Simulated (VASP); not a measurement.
Input of a VASP 6.6.1 run:

The input POSCAR:

```
InP
1.0
    0.0000000000      2.8908937935      2.8908937935
    2.8908937935      0.0000000000      2.8908937935
    2.8908937935      2.8908937935      0.0000000000
In P
1 1
Direct
    0.0000000000      0.0000000000      0.0000000000
    0.7500000000      0.7500000000      0.7500000000
```

The input INCAR.step1:

```
ALGO = Normal ; EDIFF = 1E-5
ENCUT = 520 ; GGA = PE
ISIF = 2 ; ISMEAR = -1
LASPH = T ; LREAL = F
LWAVE = T ; NBANDS = 16
NELM = 60 ; PREC = Accurate
SIGMA = 0.05
```

INCAR.step2

```
AEXX = 0.25 ; ALGO = Normal
EDIFF = 1E-7 ; ENCUT = 520
GGA = PS ; ISIF = 2
ISMEAR = -1 ; ISTART = 1
LASPH = T ; LCHARG = T
LELF = T ; LHFCALC = T
LREAL = F ; LVHAR = T
LWAVE = F ; NBANDS = 16
NELM = 60 ; PREC = Accurate
PRECFOCK = Normal ; SIGMA = 0.05
```

Contents of KPOINTS:

```
k-points
0
Gamma
  4 4 4
```

Potentials or basis: VASP PAW PBE potentials, release 64 (In_d, P).

Run with:

```sh
$ cat potpaw_PBE.64/In_d/POTCAR potpaw_PBE.64/P/POTCAR > POTCAR
$ cp INCAR.step1 INCAR
$ mpirun -np 1 vasp_std > vasp.out
$ cp INCAR.step2 INCAR
$ mpirun -np 1 vasp_std > vasp.out
```

(1) Estimate the pressure.

(2) What does it give for the band gap on the k mesh?

## Answers

(1) 2.7 GPa.

(2) 2.40 eV, direct.

Caveat: the k points lie up to 0.47 Å⁻¹ apart; the PAW data sets were made with another functional, which shifts forces and pressure a little; spin-orbit coupling is left out, which moves the levels of the heavy elements.
